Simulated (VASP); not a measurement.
The system is Ba4AlAs.

```xyz
6
Lattice="0.0000 4.3905 4.3905 4.3905 0.0000 4.3905 4.3905 4.3905 0.0000" Properties=species:S:1:pos:R:3 pbc="T T T"
Ba    5.4800    5.4800    3.3009
Ba    3.3009    5.4800    5.4800
Ba    3.3009    3.3009    3.3009
Ba    5.4800    3.3009    5.4800
Al    0.0000    0.0000    0.0000
As    6.5857    6.5857    6.5857
```

The cell was generated, and may not be a known phase.

| Property | Result |
| --- | --- |
| Program | VASP 6.6.1 |
| Task | relaxation of cell and atoms |
| Functional | PBE |
| Potentials or basis | VASP PAW PBE potentials, release 64 (Ba_sv, Al, As_d) |
| Cutoff | 510 eV |
| k mesh | 4 × 4 × 4 |
| Occupations | gaussian, width 0.1 eV |
| Spin | no spin polarisation |

At the start: pressure 14.6 GPa; volume 28.21 Å³/atom.

Q: How do energy, volume and symmetry change on relaxing?

A: Over 6 steps the energy falls by 396.3 meV/atom and the volume is 40.85 Å³/atom (+44.8 %); space group F-43m (No. 216, to 0.1 Å) before and after.

The path:
```csv
step,energy change (eV),largest force (eV/Å),pressure (GPa),volume (Å³)
1,0.0000,0.0728,14.57,169.27
2,-2.3700,0.0718,0.41,240.19
3,-2.3641,0.0563,-0.48,255.30
4,-2.3778,0.0656,-0.02,246.81
5,-2.3774,0.0673,0.09,245.07
6,-2.3781,0.0272,0.08,245.10
```

Final structure:
```
Ba Al As
1.0
     0.00000    4.96715    4.96715
     4.96715    0.00000    4.96715
     4.96715    4.96715    0.00000
Ba Al As
4 1 1
Cartesian
  6.2003 6.2003 3.7340
  3.7340 6.2003 6.2003
  3.7340 3.7340 3.7340
  6.2003 3.7340 6.2003
  0.0000 0.0000 0.0000
  7.4507 7.4507 7.4507
```

Caveat: the volume moved by over 15 % at a fixed basis, so the end points are rough.
